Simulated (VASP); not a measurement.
# PbI3 (P6mm) in VASP: relaxation of cell and atoms with PBE

Aim: the relaxation of cell and atoms of PbI3 with PBE.

Everything below comes from runs of VASP 6.6.1. Logs are shortened: lines on timing, memory, paths and dates and some standing lists are left out, and cuts for length are marked.

### Step 1. The cell of the first run

The structure is hexagonal, space group P6mm (No. 183). Conventional cell: a = 5.622 Å, b = 5.622 Å, c = 6.235 Å, α = 90.00°, β = 90.00°, γ = 120.00°. Within 5.1 Å of Pb (site symmetry 6mm) lie 12 I at 3.86 to 4.56 Å. I (site symmetry 2mm) has 4 I at 2.81 Å within 3.7 Å.

The cell was built from a structure type or drawn by symmetry, and may not be a known phase.

### Step 2. Relaxation of cell and atoms, PBE

INCAR

```
SYSTEM = PbI3
PREC = Accurate ; ENCUT = 600
EDIFF = 1E-6 ; ISMEAR = 0
SIGMA = 0.1 ; LREAL = .FALSE.
LASPH = .TRUE. ; NELM = 60
ALGO = Normal ; ISIF = 3
LWAVE = .FALSE. ; LCHARG = .FALSE.
GGA = PE ; IBRION = 2
NSW = 90 ; EDIFFG = -0.04
```

KPOINTS

```
regular mesh
0
G
  6 6 4
  0 0 0
```

POSCAR

```
PbI3
1.0
    5.6216143924      0.0000000000      0.0000000000
   -2.8108071962      4.8684608741      0.0000000000
    0.0000000000      0.0000000000      6.2345786286
Pb I
1 3
Direct
    0.0000000000      0.0000000000      0.3728403006
    0.5000000000      0.0000000000      0.9494810189
    0.0000000000      0.5000000000      0.9494810189
    0.5000000000      0.5000000000      0.9494810189
```

Potentials or basis: VASP PAW PBE potentials, release 64 (Pb_d, I).

Run with:

```
$ cat potpaw_PBE.64/Pb_d/POTCAR potpaw_PBE.64/I/POTCAR > POTCAR
$ mpirun -np 1 vasp_std > vasp.out
```

OUTCAR:

```text
SYSTEM = PbI3
   PREC = Accurate
   ENCUT = 600
   EDIFF = 1E-6
   ISMEAR = 0
   LREAL = .FALSE.
   LASPH = .TRUE.
   NELM = 60
   ISIF = 3
   GGA = PE
   IBRION = 2
   NSW = 90
   EDIFFG = -0.04

 ion  position               nearest neighbor table
   1  0.000  0.000  0.373-
   2  0.500  0.000  0.949-   3 2.81   4 2.81   4 2.81   3 2.81
   3  0.000  0.500  0.949-   4 2.81   4 2.81   2 2.81   2 2.81
   4  0.500  0.500  0.949-   3 2.81   3 2.81   2 2.81   2 2.81

  LATTYP: Found a hexagonal cell.
 ALAT       =     5.6216143924
 C/A-ratio  =     1.1090370476

  Lattice vectors:

 A1 = (   5.6216143924,   0.0000000000,   0.0000000000)
 A2 = (  -2.8108071962,   4.8684608741,   0.0000000000)
 A3 = (   0.0000000000,   0.0000000000,   6.2345786286)

Analysis of symmetry for initial positions (statically):
=====================================================================
 Subroutine PRICEL returns:
 Original cell was already a primitive cell.

 Routine SETGRP: Setting up the symmetry group for a
 hexagonal supercell.

 Subroutine GETGRP returns: Found 12 space group operations
 (whereof 12 operations were pure point group operations)
 out of a pool of 24 trial point group operations.

The static configuration has the point symmetry C_6v.

Analysis of symmetry for dynamics (positions and initial velocities):
=====================================================================
 Subroutine PRICEL returns:
 Original cell was already a primitive cell.

 Routine SETGRP: Setting up the symmetry group for a
 hexagonal supercell.

 Subroutine GETGRP returns: Found 12 space group operations
 (whereof 12 operations were pure point group operations)
 out of a pool of 24 trial point group operations.

The dynamic configuration has the point symmetry C_6v.

 Subroutine INISYM returns: Found 12 space group operations
 (whereof 12 operations are pure point group operations),
 and found     1 'primitive' translations

----------------------------------------------------------------------------------------

                                     Primitive cell

  volume of cell :     170.6317

  direct lattice vectors                    reciprocal lattice vectors
     5.621614392  0.000000000  0.000000000     0.177884844  0.102701863  0.000000000
    -2.810807196  4.868460874  0.000000000     0.000000000  0.205403725  0.000000000
     0.000000000  0.000000000  6.234578629     0.000000000  0.000000000  0.160395764

  length of vectors
     5.621614392  5.621614392  6.234578629     0.205403725  0.205403725  0.160395764

  position of ions in fractional coordinates (direct lattice)
     0.000000000  0.000000000  0.372840301
     0.500000000  0.000000000  0.949481019
     0.000000000  0.500000000  0.949481019
     0.500000000  0.500000000  0.949481019

  ion indices of the primitive-cell ions
   primitive index   ion index
                 1           1
                 2           2
                 3           3
                 4           4

----------------------------------------------------------------------------------------

 KPOINTS: regular mesh

Automatic generation of k-mesh.
 Grid dimensions read from file:
 generate k-points for:    6    6    4

 Generating k-lattice:

  Cartesian coordinates                     Fractional coordinates (reciprocal lattice)
     0.029647474  0.017116977  0.000000000     0.166666667  0.000000000  0.000000000
     0.000000000  0.034233954  0.000000000     0.000000000  0.166666667  0.000000000
     0.000000000  0.000000000  0.040098941     0.000000000  0.000000000  0.250000000

  Length of vectors
     0.034233954  0.034233954  0.040098941

  Shift w.r.t. Gamma in fractional coordinates (k-lattice)
     0.000000000  0.000000000  0.000000000

 Subroutine IBZKPT returns following result:
 ===========================================

 Found     21 irreducible k-points:

 Following reciprocal coordinates:
            Coordinates               Weight
  0.000000  0.000000  0.000000      1.000000
  0.166667  0.000000  0.000000      6.000000
  0.333333  0.000000  0.000000      6.000000
  0.500000  0.000000  0.000000      3.000000
  0.166667  0.166667  0.000000      6.000000
  0.333333  0.166667  0.000000     12.000000
[... 13 lines left out ...]
  0.333333  0.166667  0.500000     12.000000
  0.333333  0.333333  0.500000      2.000000
   k-points           NKPTS =     21   k-points in BZ     NKDIM =     21   number of bands    NBANDS=     21
   number of dos      NEDOS =    301   number of ions     NIONS =      4
   total plane-waves  NPLWV = 115200
   dimension x,y,z NGX =    48 NGY =   48 NGZ =   50
   dimension x,y,z NGXF=    96 NGYF=   96 NGZF=  100
   ions per type =               1   3
   NGX,Y,Z   is equivalent  to a cutoff of  14.19, 14.19, 13.33 a.u.
   NGXF,Y,Z  is equivalent  to a cutoff of  28.39, 28.39, 26.67 a.u.
 SYSTEM =  PbI3
   PREC   = accura    normal or accurate (medium, high low for compatibility)
   ISTART =      0    job   : 0-new  1-cont  2-samecut
   ICHARG =      2    charge: 1-file 2-atom 10-const
   ISPIN  =      1    spin polarized calculation?
   LNONCOLLINEAR =      F non collinear calculations
   LSORBIT =      F    spin-orbit coupling
   LASPH  =      T    aspherical Exc in radial PAW
   ENCUT  =  600.0 eV  44.10 Ry    6.64 a.u.  11.23 11.23 12.45*2*pi/ulx,y,z
   NELM   =     60;   NELMIN=  2; NELMDL= -5     # of ELM steps
   EDIFF  = 0.1E-05   stopping-criterion for ELM
   LREAL  =      F    real-space projection
   EDIFFG = -.4E-01   stopping-criterion for IOM
   NSW    =     90    number of steps for IOM
   IBRION =      2    ionic relax: 0-MD 1-quasi-New 2-CG
   NFREE  =      1    steps in history (QN), initial steepest desc. (CG)
   ISIF   =      3    stress and relaxation
   ISYM   =      2    0-nonsym 1-usesym 2-fastsym
   POTIM  = 0.5000    time-step for ionic-motion
   TEBEG  =    0.0;   TEEND  =   0.0 temperature during run
   PSTRESS=    0.0 pullay stress
   NELECT =      35.0000    total number of electrons
   NUPDOWN=      -1.0000    fix difference up-down
   EMIN   =  10.00;   EMAX   =-10.00  energy-range for DOS
   EFERMI =   0.00;   METHOD = LEGACY
   ISMEAR =     0;   SIGMA  =   0.10  broadening in eV -4-tet -1-fermi 0-gaus
   EFERMI_NEDOS =   21; number of points for ismear=-14 and -15
   IALGO  =     38    algorithm
   IMIX   =      4    mixing-type and parameters
     AMIX     =   0.40;   BMIX     =  1.00
     AMIX_MAG =   1.60;   BMIX_MAG =  1.00
  volume/ion in A,a.u.               =      42.66       287.87
  Fermi-wavevector in a.u.,A,eV,Ry     =   0.965482  1.824497 12.682748  0.932156
  Thomas-Fermi vector in A             =   2.095203
   LORBIT       =      0    0 simple, 1 ext, 2 COOP (PROOUT), +10 PAW based schemes
   GGA     = PE    functional components
   LHFCALC =     F    Hartree Fock is set to
   AEXX    =    0.0000 exact exchange contribution
   IVDW    =     0    specifies the selected vdW correction
   LEPSILON=     F    determine dielectric tensor
   LRPA    =     F    only Hartree local field effects (RPA)
 conjugate gradient relaxation of ions
 non-spin polarized calculation
 Gauss-broadening in eV      SIGMA  =   0.10
  energy-cutoff  :      600.00
  volume of cell :      170.63
 maximum number of plane-waves:      5724
 NGX is ok and might be reduce to    48
   NGX = 23   NGY = 23   NGZ = 25

--------------------------------------- Ionic step        1  -------------------------------------------

 number of electron      34.9999996 magnetization

 Free energy of the ion-electron system (eV)
  ---------------------------------------------------
  ext. energy  EPLUGINS =         0.00000000
  ---------------------------------------------------
  free energy    TOTEN  =        -3.18859371 eV

  energy without entropy =       -3.16850426  energy(sigma->0) =       -3.17854899

------------------------ aborting loop because EDIFF is reached ----------------------------------------

  FORCE on cell =-STRESS in cart. coord.  units (eV):
  Direction    XX          YY          ZZ          XY          YZ          ZX
  --------------------------------------------------------------------------------------
  -------------------------------------------------------------------------------------
  Total       18.6512780     18.6512780     -0.9029793      0.0000000      0.0000000     -0.0000000
  in kB      175.1295113    175.1295113     -8.4786854      0.0000000      0.0000000     -0.0000000
  external PRESSURE =     113.9267791 kB  Pullay stress =       0.0000000 kB
[... 95 lines left out ...]
  FREE ENERGIE OF THE ION-ELECTRON SYSTEM (eV)
  ---------------------------------------------------
  free  energy   TOTEN  =        -6.0210481351 eV

  energy  without entropy=       -5.9697226646  energy(sigma->0) =       -5.99538540

[... ionic steps 4 to 37 ...]

--------------------------------------- Ionic step       38  -------------------------------------------

 number of electron      34.9999996 magnetization

------------------------ aborting loop because EDIFF is reached ----------------------------------------

  FORCE on cell =-STRESS in cart. coord.  units (eV):
  Direction    XX          YY          ZZ          XY          YZ          ZX
  --------------------------------------------------------------------------------------
  -------------------------------------------------------------------------------------
  Total        0.2405309      0.2405309      0.1705451     -0.0000000      0.0000000      0.0000000
  in kB        2.2482806      2.2482806      1.5941118     -0.0000000      0.0000000      0.0000000
  external PRESSURE =       2.0302243 kB  Pullay stress =       0.0000000 kB
[... 61 lines left out ...]
  energy  without entropy=       -7.8584291673  energy(sigma->0) =       -7.86954986

--------------------------------------- Ionic step       40  -------------------------------------------

 number of electron      34.9999997 magnetization

 Free energy of the ion-electron system (eV)
  ---------------------------------------------------
  ext. energy  EPLUGINS =         0.00000000
  ---------------------------------------------------
  free energy    TOTEN  =        -7.88235437 eV

  energy without entropy =       -7.85964221  energy(sigma->0) =       -7.87099829

 E-fermi :   3.1932     XC(G=0):  -8.0139

 val. band max:        3.1792597722   @ k =   0.1667   0.1667   0.0000
 cond. band min:       3.2298254215   @ k =   0.1667   0.0000   0.5000
 fundamental gap:      0.0505656493
 Fermi energy:         3.1931685389

 k-point     1 :       0.0000    0.0000    0.0000
  band No.  band energies     occupation
      1     -14.4670      2.00000
      2     -14.4508      2.00000
      3     -14.4508      2.00000
      4     -14.4325      2.00000
      5     -14.4324      2.00000
      6     -10.0156      2.00000
[... 524 lines left out ...]
  FREE ENERGIE OF THE ION-ELECTRON SYSTEM (eV)
  ---------------------------------------------------
  free  energy   TOTEN  =        -7.8823543695 eV

  energy  without entropy=       -7.8596422131  energy(sigma->0) =       -7.87099829

 reached required accuracy - stopping structural energy minimisation
```

Wall time 53 min (1 thread of Oxide Virtual Turin-like, shared host); peak memory 0.38 GiB.

Results:

| Item | Value |
| --- | --- |
| Free energy | -7.8824 eV |
| Relaxed volume | 43.43 Å³/atom |
| Relaxed cell | a = 6.907 Å, b = 6.907 Å, c = 4.205 Å, α = 90.00°, β = 90.00°, γ = 120.00° |
| Space group after relaxing (to 0.1 Å) | P6mm (No. 183) |
| Energy gained by relaxing | 1173.4 meV/atom |
| Ionic steps | 40 |
| Pressure after relaxing | 0.0 GPa |
| Largest force after relaxing | 0.013 eV/Å |
| Band gap on the k mesh | zero (an odd number of electrons rules out a gap without spin polarisation) |

Forces on the atoms (eV/Å):
```
Pb   0.000  0.000 -0.013
I    0.000  0.000  0.004
I    0.000  0.000  0.004
I    0.000  0.000  0.004
```

The path:
| step | energy change (eV) | largest force (eV/Å) | pressure (GPa) | volume (Å³) |
| --- | --- | --- | --- | --- |
| 1 | 0.0000 | 0.1789 | 11.39 | 170.63 |
| 2 | -2.8242 | 0.5645 | -1.23 | 253.24 |
| 3 | -2.8325 | 0.5289 | -0.63 | 240.48 |
| 4 | -2.8383 | 0.5461 | -0.90 | 245.48 |
| 5 | -3.0446 | 0.6115 | -1.02 | 236.16 |
| 6 | -3.5885 | 0.6633 | -1.35 | 212.64 |
| 7 | -4.1596 | 0.4512 | -0.53 | 162.15 |
| 8 | -4.2063 | 0.4772 | -1.26 | 173.01 |
| 9 | -4.2101 | 0.4680 | -1.07 | 169.39 |
| 10 | -4.2131 | 0.4365 | 2.27 | 148.06 |
| 11 | -4.2671 | 0.4663 | 0.38 | 157.99 |
| 12 | -4.3191 | 0.4900 | 0.41 | 160.07 |
| 13 | -4.3539 | 0.4792 | 0.69 | 163.31 |
| 14 | -4.3850 | 0.4894 | 0.34 | 166.49 |
| 15 | -4.4464 | 0.4947 | -0.53 | 176.27 |
| 16 | -4.4378 | 0.4129 | -1.70 | 196.94 |
| 17 | -4.4661 | 0.4664 | -1.09 | 184.54 |
| 18 | -4.4943 | 0.4292 | -1.04 | 185.31 |
| 19 | -4.5632 | 0.3106 | -0.88 | 187.60 |
| 20 | -4.6281 | 0.1029 | -0.60 | 192.18 |
| 21 | -4.6323 | 0.0690 | -0.53 | 193.34 |
| 22 | -4.6333 | 0.0467 | -0.50 | 194.16 |
| 23 | -4.6474 | 0.0478 | -0.10 | 187.75 |
| 24 | -4.6498 | 0.0456 | 0.15 | 184.41 |
| 25 | -4.6620 | 0.0501 | 0.15 | 181.35 |
| 26 | -4.6810 | 0.0691 | 0.27 | 172.15 |
| 27 | -4.6838 | 0.0735 | -0.08 | 174.74 |
| 28 | -4.6838 | 0.0770 | -0.08 | 174.52 |
| 29 | -4.6838 | 0.0758 | -0.05 | 174.36 |
| 30 | -4.6843 | 0.0711 | -0.04 | 174.22 |
| 31 | -4.6856 | 0.0658 | -0.03 | 173.79 |
| 32 | -4.6874 | 0.0562 | -0.01 | 172.94 |
| 33 | -4.6877 | 0.0386 | 0.02 | 171.24 |
| 34 | -4.6881 | 0.0474 | 0.00 | 172.01 |
| 35 | -4.6888 | 0.0435 | 0.04 | 171.85 |
| 36 | -4.6899 | 0.0348 | 0.17 | 171.36 |
| 37 | -4.6901 | 0.0309 | 0.23 | 171.15 |
| 38 | -4.6906 | 0.0290 | 0.20 | 171.41 |
| 39 | -4.6921 | 0.0244 | 0.15 | 172.18 |
| 40 | -4.6938 | 0.0134 | 0.04 | 173.74 |

Final structure:
```cif
data_structure
_symmetry_space_group_name_H-M 'P 1'
_symmetry_Int_Tables_number 1
_cell_length_a 6.9075
_cell_length_b 6.9075
_cell_length_c 4.2046
_cell_angle_alpha 90.000
_cell_angle_beta 90.000
_cell_angle_gamma 120.000
_cell_volume 173.74
loop_
_atom_site_label
_atom_site_type_symbol
_atom_site_fract_x
_atom_site_fract_y
_atom_site_fract_z
_atom_site_occupancy
Pb1 Pb 0.00000 0.00000 0.06672 1
I1 I 0.50000 0.00000 0.05152 1
I2 I 0.00000 0.50000 0.05152 1
I3 I 0.50000 0.50000 0.05152 1
```

Caveat: a cell axis changed by over 15 % at a fixed basis, so the end point is rough; spin-orbit coupling is left out, which moves the levels of the heavy elements; an odd number of electrons without spin polarisation forces a metal; a magnetic or distorted state may lie lower.
